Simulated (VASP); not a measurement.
# Te3Pb2 (R-3m) in VASP: notebook

Runs on Te3Pb2. Level: PBE. Tasks: single point.

Program: VASP 6.6.1. These are calculated values, not measurements. Logs are shortened: lines on timing, memory, paths and dates and some standing lists are left out, and cuts for length are marked.

**1. The cell of the first run**

Symmetry: R-3m, No. 166, trigonal system. The conventional cell has a = 7.734 Å, b = 7.734 Å, c = 15.470 Å, α = 90.00°, β = 90.00°, γ = 120.00°. Te (site symmetry 2/m) has 2 Pb at 2.71 Å within 3.6 Å. Within 2.7 Å of Pb (site symmetry 3m) lie 1 Pb at 2.07 Å.

**2. Single point, PBE**

The input, INCAR:

```
SYSTEM = Te3Pb2
PREC = Accurate ; ENCUT = 520
EDIFF = 1E-6 ; ISMEAR = 0
SIGMA = 0.1 ; LREAL = .FALSE.
LASPH = .TRUE. ; NELM = 80
ALGO = Normal ; ISIF = 2
LWAVE = .FALSE. ; LCHARG = .FALSE.
GGA = PE ; NBANDS = 31
```

The input, KPOINTS:

```
regular mesh
0
G
  3 3 3
  0 0 0
```

The input, POSCAR:

```
Te3Pb2
1.0
    3.8669226500      2.2325688400      5.1565119800
   -3.8669226500      2.2325688400      5.1565119800
    0.0000000000     -4.4651376700      5.1565119800
Te Pb
3 2
Direct
    0.0000000000      0.0000000000      0.5000000000
    0.5000000000      0.0000000000      0.0000000000
    0.0000000000      0.5000000000      0.0000000000
    0.0669348100      0.0669348100      0.0669348100
    0.9330651900      0.9330651900      0.9330651900
```

Potentials or basis: VASP PAW PBE potentials, release 64 (Te, Pb_d).

Command:

```bash
> cat potpaw_PBE.64/Te/POTCAR potpaw_PBE.64/Pb_d/POTCAR > POTCAR
> mpirun -np 1 vasp_std > vasp.out
```

OUTCAR:

```text
SYSTEM = Te3Pb2
   PREC = Accurate
   ENCUT = 520
   EDIFF = 1E-6
   ISMEAR = 0
   LREAL = .FALSE.
   LASPH = .TRUE.
   NELM = 80
   ISIF = 2
   GGA = PE

 ion  position               nearest neighbor table
   1  0.000  0.000  0.500-   4 2.71   5 2.71
   2  0.500  0.000  0.000-   4 2.71   5 2.71
   3  0.000  0.500  0.000-   4 2.71   5 2.71
   4  0.067  0.067  0.067-   5 2.07   3 2.71   2 2.71   1 2.71
   5  0.933  0.933  0.933-   4 2.07   3 2.71   2 2.71   1 2.71

  LATTYP: Found a trigonal (rhomboedric) cell.
 ALAT       =     6.8210754439
 COS(alpha) =     0.3572305004

  Lattice vectors:

 A1 = (   3.8669226500,   2.2325688400,   5.1565119800)
 A2 = (  -3.8669226500,   2.2325688400,   5.1565119800)
 A3 = (   0.0000000000,  -4.4651376700,   5.1565119800)

Analysis of symmetry for initial positions (statically):
=====================================================================
 Subroutine PRICEL returns:
 Original cell was already a primitive cell.

 Routine SETGRP: Setting up the symmetry group for a
 trigonal (rhombohedral) supercell.

 Subroutine GETGRP returns: Found 12 space group operations
 (whereof 12 operations were pure point group operations)
 out of a pool of 12 trial point group operations.

The static configuration has the point symmetry D_3d.

Analysis of symmetry for dynamics (positions and initial velocities):
=====================================================================
 Subroutine PRICEL returns:
 Original cell was already a primitive cell.

 Routine SETGRP: Setting up the symmetry group for a
 trigonal (rhombohedral) supercell.

 Subroutine GETGRP returns: Found 12 space group operations
 (whereof 12 operations were pure point group operations)
 out of a pool of 12 trial point group operations.

The dynamic configuration has the point symmetry D_3d.

 Subroutine INISYM returns: Found 12 space group operations
 (whereof 12 operations are pure point group operations),
 and found     1 'primitive' translations

----------------------------------------------------------------------------------------

                                     Primitive cell

  volume of cell :     267.1023

[... 71 lines left out ...]
   LSORBIT =      F    spin-orbit coupling
   LASPH  =      T    aspherical Exc in radial PAW
   ENCUT  =  520.0 eV  38.22 Ry    6.18 a.u.  12.68 12.68 12.68*2*pi/ulx,y,z
   NELM   =     80;   NELMIN=  2; NELMDL= -5     # of ELM steps
   EDIFF  = 0.1E-05   stopping-criterion for ELM
   LREAL  =      F    real-space projection
   EDIFFG = 0.1E-04   stopping-criterion for IOM
   NSW    =      0    number of steps for IOM
   IBRION =     -1    ionic relax: 0-MD 1-quasi-New 2-CG
   NFREE  =      0    steps in history (QN), initial steepest desc. (CG)
   ISIF   =      2    stress and relaxation
   ISYM   =      2    0-nonsym 1-usesym 2-fastsym
   POTIM  = 0.5000    time-step for ionic-motion
   TEBEG  =    0.0;   TEEND  =   0.0 temperature during run
   PSTRESS=    0.0 pullay stress
   NELECT =      46.0000    total number of electrons
   NUPDOWN=      -1.0000    fix difference up-down
   EMIN   =  10.00;   EMAX   =-10.00  energy-range for DOS
   EFERMI =   0.00;   METHOD = LEGACY
   ISMEAR =     0;   SIGMA  =   0.10  broadening in eV -4-tet -1-fermi 0-gaus
   EFERMI_NEDOS =   21; number of points for ismear=-14 and -15
   IALGO  =     38    algorithm
   IMIX   =      4    mixing-type and parameters
     AMIX     =   0.40;   BMIX     =  1.00
     AMIX_MAG =   1.60;   BMIX_MAG =  1.00
  volume/ion in A,a.u.               =      53.42       360.50
  Fermi-wavevector in a.u.,A,eV,Ry     =   0.910825  1.721210 11.287421  0.829602
  Thomas-Fermi vector in A             =   2.035032
   LORBIT       =      0    0 simple, 1 ext, 2 COOP (PROOUT), +10 PAW based schemes
   GGA     = PE    functional components
   LHFCALC =     F    Hartree Fock is set to
   AEXX    =    0.0000 exact exchange contribution
   IVDW    =     0    specifies the selected vdW correction
   LEPSILON=     F    determine dielectric tensor
   LRPA    =     F    only Hartree local field effects (RPA)
 non-spin polarized calculation
 Gauss-broadening in eV      SIGMA  =   0.10
  energy-cutoff  :      520.00
  volume of cell :      267.10
 maximum number of plane-waves:      7195
 NGX is ok and might be reduce to    54
   NGX = 25   NGY = 25   NGZ = 25

 number of electron      46.0000005 magnetization

 Free energy of the ion-electron system (eV)
  ---------------------------------------------------
  ext. energy  EPLUGINS =         0.00000000
  ---------------------------------------------------
  free energy    TOTEN  =        -6.10274999 eV

  energy without entropy =       -6.04378962  energy(sigma->0) =       -6.07326980

 E-fermi :   1.8243     XC(G=0):  -6.5786

 val. band max:        1.8198801829   @ k =   0.0000   0.0000   0.0000
 cond. band min:       1.8708680722   @ k =   0.3333   0.3333   0.3333
 fundamental gap:      0.0509878893
 Fermi energy:         1.8243032857

 k-point     1 :       0.0000    0.0000    0.0000
  band No.  band energies     occupation
      1     -19.9771      2.00000
      2     -18.3007      2.00000
      3     -18.3007      2.00000
      4     -16.7507      2.00000
      5     -16.7507      2.00000
      6     -16.3210      2.00000
[... 193 lines left out ...]
     30       7.5226      0.00000
     31       7.5412      0.00000

------------------------ aborting loop because EDIFF is reached ----------------------------------------

  FORCE on cell =-STRESS in cart. coord.  units (eV):
  Direction    XX          YY          ZZ          XY          YZ          ZX
  --------------------------------------------------------------------------------------
  -------------------------------------------------------------------------------------
  Total       11.0929059     11.0929059     62.0006394      0.0000000      0.0000000     -0.0000000
  in kB       66.5393089     66.5393091    371.9025240      0.0000000      0.0000002     -0.0000000
  external PRESSURE =     168.3270473 kB  Pullay stress =       0.0000000 kB

 VOLUME and BASIS-vectors are now :
 -----------------------------------------------------------------------------
  energy-cutoff  :      520.00
  volume of cell :      267.10
      direct lattice vectors                 reciprocal lattice vectors
     3.866922650  2.232568840  5.156511980     0.129301785  0.074652420  0.064643180
    -3.866922650  2.232568840  5.156511980    -0.129301785  0.074652420  0.064643180
     0.000000000 -4.465137670  5.156511980     0.000000000 -0.149304840  0.064643180

 POSITION                                       TOTAL-FORCE (eV/Angst)
 -----------------------------------------------------------------------------------
      0.00000     -2.23257      2.57826        -0.000000      0.000000      0.000000
      1.93346      1.11628      2.57826        -0.000000      0.000000      0.000000
     -1.93346      1.11628      2.57826        -0.000000      0.000000      0.000000
      0.00000      0.00000      1.03545         0.000000      0.000000     22.356465
      0.00000      0.00000     14.43409         0.000000     -0.000000    -22.356465
 -----------------------------------------------------------------------------------
    total drift:                                0.000000      0.000000     -0.000000

  FREE ENERGIE OF THE ION-ELECTRON SYSTEM (eV)
  ---------------------------------------------------
  free  energy   TOTEN  =        -6.1027499852 eV

  energy  without entropy=       -6.0437896161  energy(sigma->0) =       -6.07326980
```

stdout:

```text
POSCAR found type information on POSCAR TePb
 POSCAR found :  2 types and       5 ions
 scaLAPACK will be used
 LDA part: xc-table for (Slater+PW92), standard interpolation
 POSCAR, INCAR and KPOINTS ok, starting setup
 FFT: planning ... GRIDC
 FFT: planning ... GRID_SOFT
 FFT: planning ... GRID
 WAVECAR not read
 entering main loop
```

It took 78 s on 1 thread of Intel Xeon Platinum 8259CL at 2.50GHz (Skylake/Cascade Lake), shared host; peak memory 0.39 GiB.

What came out:

* Free energy: -6.1027 eV
* Pressure: 16.8 GPa
* Largest force: 22.356 eV/Å
* Band gap on the k mesh: zero (band 23 reaches 1.88 eV, above the bottom of band 24 at 1.80 eV)

Forces on the atoms (eV/Å):
```
Te    0.000   0.000   0.000
Te    0.000   0.000   0.000
Te    0.000   0.000   0.000
Pb    0.000   0.000  22.356
Pb    0.000   0.000 -22.356
```

Caveat: spin-orbit coupling is left out, which moves the levels of the heavy elements; forces of over 1 eV/Å act on the atoms, so gaps and moduli don't describe the material at rest.

**3. Single point, PBE**

This run uses another cell than the first one, of 74.75 Å³/atom, 1.399 times its volume.

The input, INCAR:

```
SYSTEM = Te3Pb2
ALGO     = Normal         ! electronic algorithm
EDIFF    = 1E-6           ! SCF threshold, eV
ENCUT    = 520            ! plane-wave cutoff, eV
GGA      = PE             ! functional
ISIF     = 2              ! what is computed and relaxed
ISMEAR   = 0              ! smearing method
LASPH    = .TRUE.         ! aspherical terms in the spheres
LCHARG   = .FALSE.        ! write CHGCAR
LREAL    = .FALSE.        ! projectors in reciprocal space
LWAVE    = .FALSE.        ! write WAVECAR
NBANDS   = 31             ! bands
NELM     = 100            ! most SCF steps
PREC     = Accurate       ! precision mode
SIGMA    = 0.1            ! smearing width, eV
```

The input, KPOINTS:

```
k-points
0
G
  3 3 3
  0 0 0
```

The input, POSCAR:

```
Te3Pb2
1.0
    3.7488224114      2.1643836309      7.6769752212
   -3.7488224114      2.1643836309      7.6769752212
    0.0000000000     -4.3287672543      7.6769752233
Te Pb
3 2
Direct
    0.0000000000      0.0000000000      0.5000000000
    0.5000000000      0.0000000000      0.0000000000
    0.0000000000      0.5000000000      0.0000000000
    0.0796194684      0.0796194684      0.0796194684
    0.9203805316      0.9203805316      0.9203805316
```

Potentials or basis: VASP PAW PBE potentials, release 64 (Te, Pb_d).

Command:

```bash
> cat potpaw_PBE.64/Te/POTCAR potpaw_PBE.64/Pb_d/POTCAR > POTCAR
> mpirun -np 1 vasp_std > vasp.out
```

OUTCAR:

```text
SYSTEM = Te3Pb2
   EDIFF = 1E-6
   ENCUT = 520
   GGA = PE
   ISIF = 2
   ISMEAR = 0
   LASPH = .TRUE.
   LREAL = .FALSE.
   NELM = 100
   PREC = Accurate

 ion  position               nearest neighbor table
   1  0.000  0.000  0.500-   4 2.95   5 2.95
   2  0.500  0.000  0.000-   4 2.95   5 2.95
   3  0.000  0.500  0.000-   4 2.95   5 2.95
   4  0.080  0.080  0.080-   2 2.95   3 2.95   1 2.95   5 3.67
   5  0.920  0.920  0.920-   2 2.95   3 2.95   1 2.95   4 3.67

  LATTYP: Found a trigonal (rhomboedric) cell.
 ALAT       =     8.8132953270
 COS(alpha) =     0.6381379124

  Lattice vectors:

 A1 = (   3.7488224114,   2.1643836309,   7.6769752212)
 A2 = (  -3.7488224114,   2.1643836309,   7.6769752212)
 A3 = (   0.0000000000,  -4.3287672543,   7.6769752233)

Analysis of symmetry for initial positions (statically):
=====================================================================
 Subroutine PRICEL returns:
 Original cell was already a primitive cell.
[... 154 lines left out ...]
  free energy    TOTEN  =       -15.16888463 eV

  energy without entropy =      -15.16094342  energy(sigma->0) =      -15.16491403

 E-fermi :   0.2138     XC(G=0):  -5.4675

 val. band max:        0.1449601824   @ k =  -0.3333   0.3333   0.0000
 cond. band min:       0.7869832265   @ k =  -0.3333   0.3333   0.3333
 fundamental gap:      0.6420230441
 Fermi energy:         0.2138431084

 k-point     1 :       0.0000    0.0000    0.0000
  band No.  band energies     occupation
      1     -17.2686      2.00000
      2     -17.2686      2.00000
      3     -17.2681      2.00000
      4     -17.2681      2.00000
      5     -17.2225      2.00000
      6     -17.2206      2.00000
[... 193 lines left out ...]
     30       4.0671      0.00000
     31       4.6740      0.00000

------------------------ aborting loop because EDIFF is reached ----------------------------------------

  FORCE on cell =-STRESS in cart. coord.  units (eV):
  Direction    XX          YY          ZZ          XY          YZ          ZX
  --------------------------------------------------------------------------------------
  -------------------------------------------------------------------------------------
  Total       -0.1041874     -0.1041874      0.6184071     -0.0000000      0.0000000      0.0000000
  in kB       -0.4466374     -0.4466374      2.6510293     -0.0000000      0.0000000      0.0000000
  external PRESSURE =       0.5859182 kB  Pullay stress =       0.0000000 kB

 VOLUME and BASIS-vectors are now :
 -----------------------------------------------------------------------------
  energy-cutoff  :      520.00
  volume of cell :      373.74
      direct lattice vectors                 reciprocal lattice vectors
     3.748822411  2.164383631  7.676975221     0.133375216  0.077004217  0.043419879
    -3.748822411  2.164383631  7.676975221    -0.133375216  0.077004217  0.043419879
     0.000000000 -4.328767254  7.676975223     0.000000000 -0.154008434  0.043419879

 POSITION                                       TOTAL-FORCE (eV/Angst)
 -----------------------------------------------------------------------------------
      0.00000     -2.16438      3.83849         0.000000     -0.000000     -0.000000
      1.87441      1.08219      3.83849        -0.000000     -0.000000     -0.000000
     -1.87441      1.08219      3.83849        -0.000000     -0.000000     -0.000000
      0.00000      0.00000      1.83371        -0.000000      0.000000      0.027514
      0.00000      0.00000     21.19722        -0.000000     -0.000000     -0.027514
 -----------------------------------------------------------------------------------
    total drift:                               -0.000000     -0.000000      0.000000

  FREE ENERGIE OF THE ION-ELECTRON SYSTEM (eV)
  ---------------------------------------------------
  free  energy   TOTEN  =       -15.1688846338 eV

  energy  without entropy=      -15.1609434181  energy(sigma->0) =      -15.16491403
```

OSZICAR:

```text
N       E                     dE             d eps       ncg     rms          rms(c)
DAV:   1     0.398410662888E+03    0.39841E+03   -0.17677E+04   372   0.119E+03
DAV:   2     0.269728897849E+02   -0.37144E+03   -0.35588E+03   435   0.309E+02
DAV:   3    -0.138477224123E+02   -0.40821E+02   -0.40328E+02   458   0.131E+02
DAV:   4    -0.158701072097E+02   -0.20224E+01   -0.20168E+01   468   0.372E+01
DAV:   5    -0.159560541223E+02   -0.85947E-01   -0.85933E-01   509   0.675E+00    0.632E+00
DAV:   6    -0.152564137479E+02    0.69964E+00   -0.58288E-01   498   0.590E+00    0.430E+00
DAV:   7    -0.151766646843E+02    0.79749E-01   -0.51938E-01   501   0.365E+00    0.187E+00
DAV:   8    -0.152158013389E+02   -0.39137E-01   -0.37557E-01   423   0.466E+00    0.105E+00
DAV:   9    -0.151635549108E+02    0.52246E-01   -0.71181E-02   441   0.272E+00    0.207E-01
DAV:  10    -0.151672064177E+02   -0.36515E-02   -0.11406E-02   386   0.536E-01    0.194E-01
DAV:  11    -0.151692586314E+02   -0.20522E-02   -0.34163E-03   404   0.321E-01    0.116E-01
DAV:  12    -0.151689620619E+02    0.29657E-03   -0.38907E-04   457   0.118E-01    0.769E-02
DAV:  13    -0.151690529156E+02   -0.90854E-04   -0.26870E-04   372   0.918E-02    0.751E-02
DAV:  14    -0.151688821175E+02    0.17080E-03   -0.31683E-04   433   0.125E-01    0.267E-02
DAV:  15    -0.151688870077E+02   -0.48902E-05   -0.66649E-05   402   0.314E-02    0.227E-02
DAV:  16    -0.151688850111E+02    0.19966E-05   -0.36752E-06   338   0.121E-02    0.842E-03
DAV:  17    -0.151688846338E+02    0.37737E-06   -0.16397E-06   292   0.116E-02
   1 F= -.15168885E+02 E0= -.15164914E+02  d E =-.794122E-02
```

Run time: 2.8 min. Hardware: 1 thread of Intel Xeon Platinum 8259CL at 2.50GHz (Skylake/Cascade Lake), shared host; peak memory 0.68 GiB.

What came out:

| Property | Result |
| --- | --- |
| Free energy | -15.1689 eV |
| Pressure | 0.1 GPa |
| Largest force | 0.028 eV/Å |
| Band gap on the k mesh | zero (band 23 reaches 0.82 eV, above the bottom of band 24 at 0.14 eV) |

Forces on the atoms (eV/Å):
```
Te   0.000  0.000  0.000
Te   0.000  0.000  0.000
Te   0.000  0.000  0.000
Pb   0.000  0.000  0.028
Pb   0.000  0.000 -0.028
```

Caveat: spin-orbit coupling is left out, which moves the levels of the heavy elements.

[end of part 1 of 2]
